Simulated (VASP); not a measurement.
Here is a VASP 6.6.1 calculation.

The input POSCAR:

```
Si
1.0
    0.0000000000      2.3937414230      2.3937414230
    2.3937414230      0.0000000000      2.3937414230
    2.3937414230      2.3937414230      0.0000000000
Si
2
Direct
    0.7500000000      0.7500000000      0.7500000000
    0.5000000000      0.5000000000      0.5000000000
```

The input INCAR.step1:

```
ALGO = Normal
EDIFF = 1E-4
ENCUT = 520
GGA = PE
ISMEAR = 0
LASPH = T
LCHARG = F
LREAL = F
LWAVE = T
NBANDS = 11
NELM = 100
PREC = Accurate
SIGMA = 0.05
```

INCAR.step2

```
ALGO = Normal
EDIFF = 1E-6
ENCUT = 520
ISIF = 2
ISMEAR = 0
ISTART = 1
LASPH = T
LCHARG = F
LMIXTAU = T
LREAL = F
LWAVE = F
METAGGA = R2SCAN
NBANDS = 11
NELM = 100
PREC = Accurate
SIGMA = 0.05
```

The input KPOINTS:

```
k-points
0
Gamma
  16 16 16
```

Potentials or basis: VASP PAW PBE potentials, release 64 (Si).

Launch:

```sh
$ cat potpaw_PBE.64/Si/POTCAR > POTCAR
$ cp INCAR.step1 INCAR
$ mpirun -np 1 vasp_std > vasp.out
$ cp INCAR.step2 INCAR
$ mpirun -np 1 vasp_std > vasp.out
```

Problem. Predict the band gap on the k mesh.

Solution. Zero (band 4 reaches 10.32 eV, above the bottom of band 5 at 10.17 eV).

Problem. What does it give for the pressure?

Solution. 80.0 GPa.

Caveat: the PAW data sets were made with another functional, which shifts forces and pressure a little.
